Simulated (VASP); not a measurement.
Here is a VASP 6.6.1 calculation.

INCAR

```
ALGO     = Normal         # electronic algorithm
EDIFF    = 1E-6           # SCF threshold, eV
ENCUT    = 520            # plane-wave cutoff, eV
GGA      = PS             # functional
ISIF     = 2              # what is computed and relaxed
ISMEAR   = 0              # smearing method
LASPH    = T              # aspherical terms in the spheres
LCHARG   = F              # write CHGCAR
LREAL    = F              # projectors in reciprocal space
LWAVE    = F              # write WAVECAR
NBANDS   = 16             # bands
NELM     = 80             # most SCF steps
PREC     = Accurate       # precision mode
SIGMA    = 0.15           # smearing width, eV
```

Contents of KPOINTS:

```
k-points
0
Gamma
  18 18 16
```

The input POSCAR:

```
WC
1.0
    2.9005014360      0.0000000000      0.0000000000
   -1.4502507180      2.5119079273      0.0000000000
    0.0000000000      0.0000000000      2.8290000000
W C
1 1
Direct
    0.0000000000      0.0000000000      0.0000000000
    0.6666666667      0.3333333333      0.4911629551
```

Potentials or basis: VASP PAW PBE potentials, release 64 (W_sv, C).

Run with:

```console
$ cat potpaw_PBE.64/W_sv/POTCAR potpaw_PBE.64/C/POTCAR > POTCAR
$ mpirun -np 1 vasp_std > vasp.out
```

(1) Predict the largest force.

(2) Estimate the pressure.

## Answers

(1) 0.364 eV/Å.

(2) 0.7 GPa.

Caveat: the cell differs from its parent crystal (all C atoms moved +0.025 Å, as atom 2 towards its neighbour atom 2 (C) at 2.829 Å); the PAW data sets were made with another functional, which shifts forces and pressure a little.
